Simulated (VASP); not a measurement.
Input of a VASP 6.6.1 run:

The input INCAR:

```
SYSTEM = Tl12F
PREC     = Accurate       ! precision mode
ENCUT    = 520            ! plane-wave cutoff, eV
EDIFF    = 1E-6           ! SCF threshold, eV
ISMEAR   = -1             ! smearing method
SIGMA    = 0.05           ! smearing width, eV
LREAL    = .False.        ! projectors in reciprocal space
LASPH    = .True.         ! aspherical terms in the spheres
NELM     = 120            ! most SCF steps
ALGO     = Normal         ! electronic algorithm
ISIF     = 2              ! what is computed and relaxed
LWAVE    = .False.        ! write WAVECAR
LCHARG   = .True.         ! write CHGCAR
GGA      = CA             ! functional
LELF     = .True.         ! ELF
LVHAR    = .True.       
NBANDS   = 94             ! bands
GGA_COMPAT= .False.
```

File KPOINTS:

```
Automatic mesh
0
Gamma
  3 2 3
  0 0 0
```

Contents of POSCAR:

```
Tl12F
1.0
    6.9200000000      0.0000000000      0.0000000000
   -5.1900000000      8.9893440000      0.0000000000
    0.0000000000      0.0000000000      5.5325400000
Tl F
12 1
Direct
    0.0428810298      0.0696602555      0.0260097532
   -0.1003690775      0.1331687830      0.4883832742
   -0.0036900221      0.3444634002      0.0893441349
    0.2481174868      0.4967770729      0.5199781655
    0.1396632261      0.6711501974      0.1556789467
    0.0998044908      0.8926680301      0.4607467818
    0.5274077976      0.0041159844     -0.1425023588
    0.5648994714      0.2775730910      0.6078582351
    0.4968703947      0.3397578288      0.0876993207
    0.7311701299      0.5662037185      0.4305075065
    0.6951234720      0.7323226255     -0.1191496130
    0.5208443118      0.8354224735      0.4302183084
    0.8776537348      0.5084130722      0.8018740036
```

Potentials or basis: VASP PAW LDA potentials, release 64 (Tl_d, F).

Launch:

```console
$ cat potpaw_LDA.64/Tl_d/POTCAR potpaw_LDA.64/F/POTCAR > POTCAR
$ mpirun -np 1 vasp_std > vasp.out
```

Q: What does it give for the largest force?

A: 1.813 eV/Å.

Q: Estimate the band gap on the k mesh.

A: Zero (an odd number of electrons rules out a gap without spin polarisation).

Q: Estimate the pressure.

A: 4.4 GPa.

Forces on the atoms (eV/Å):
```
Tl   0.354 -0.679 -0.796
Tl   0.545  0.574  0.826
Tl  -0.425  0.096 -1.206
Tl   0.199 -0.301  1.257
Tl  -0.332 -0.214 -1.769
Tl  -0.246  0.730  0.372
Tl  -0.529 -0.161  1.143
Tl   0.180 -1.246 -0.241
Tl  -0.258 -0.246 -0.259
Tl  -0.370  1.369  0.216
Tl  -0.048 -0.228  0.580
Tl   0.794  0.096 -0.103
F    0.137  0.209 -0.019
```

Caveat: the k points lie up to 0.38 Å⁻¹ apart, too coarse for converged energies and pressures of a metal; spin-orbit coupling is left out, which moves the levels of the heavy elements.
